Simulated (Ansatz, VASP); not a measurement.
## Two plane-wave programs on ZrS

```
CELL_PARAMETERS angstrom
-0.10876 2.66114 2.66114
2.66114 -0.10876 2.66114
2.66114 2.66114 -0.10876
ATOMIC_POSITIONS crystal
Zr 0.00000 0.00000 0.00000
S 0.50000 0.50000 0.50000
```

Alike in both runs: task single point; functional PBEsol; k mesh 16 × 16 × 16; occupations gaussian, width 0.15 eV; no spin polarisation.

|  | VASP | Ansatz |
| --- | --- | --- |
| version | VASP 6.6.1 | Ansatz 0.2.0 |
| potentials or method | VASP PAW PBE potentials, release 64 (Zr_sv, S), cutoff 520 eV | scalar-relativistic, plane waves, PAW |
| valence electrons in the cell | 18 | 18 |

|  | VASP | Ansatz | Ansatz less VASP |
| --- | --- | --- | --- |
| gap on the k mesh at the Fermi level (eV) | none | none | - |
| pressure (GPa) | -15.6 | -15.7 | -0.10 |
| traceless stress, the component that is largest in VASP (GPa) | 0.89 | 0.91 | +0.013 |

VASP's potentials were made for PBE, not for PBEsol, and Ansatz warns of the same on its side. A gap of «none» marks a metal or a gap that the smearing closes.
